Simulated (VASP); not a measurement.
**Nb: single point with LDA**

Crystal: Nb.

```
CELL_PARAMETERS angstrom
2.67332 0.00000 0.00000
-1.33666 2.31516 0.00000
0.00000 0.00000 4.84461
ATOMIC_POSITIONS crystal
Nb 0.33333 0.66667 0.25000
Nb 0.66667 0.33333 0.75000
```

This cell differs from its parent crystal: volume scaled by 0.85.

```yaml
Program: VASP 6.6.1
Task: single point
Functional: LDA
Potentials_or_basis: VASP PAW LDA potentials, release 64 (Nb_sv)
Cutoff: 520 eV
k_mesh: 15 × 15 × 8
Occupations: fermi-dirac, width 0.05 eV
Spin: no spin polarisation
```

```
Pressure               : 39.3 GPa
Band gap on the k mesh : zero (band 13 reaches 16.75 eV, above the bottom of band 14 at 13.16 eV)
```

Stress tensor (GPa, compression positive):
```
39.32  0.00  0.00
 0.00 39.32  0.00
 0.00  0.00 39.18
```

Levels at points of the mesh, in eV from the Fermi level:
```
           k point  band 10  band 11  band 12  band 13  band 14  band 15  band 16  band 17
(0.00, 0.00, 0.00)    -4.56    -1.43     0.12     0.12     0.74     0.74     1.47     3.01
(0.00, 0.00, 0.50)    -4.70    -1.48    -1.48     0.19     0.19     0.19     0.19     4.59
```

Run time: 2.1 min on 1 thread of AMD EPYC 7571 (shared host), peak memory 0.14 GiB.
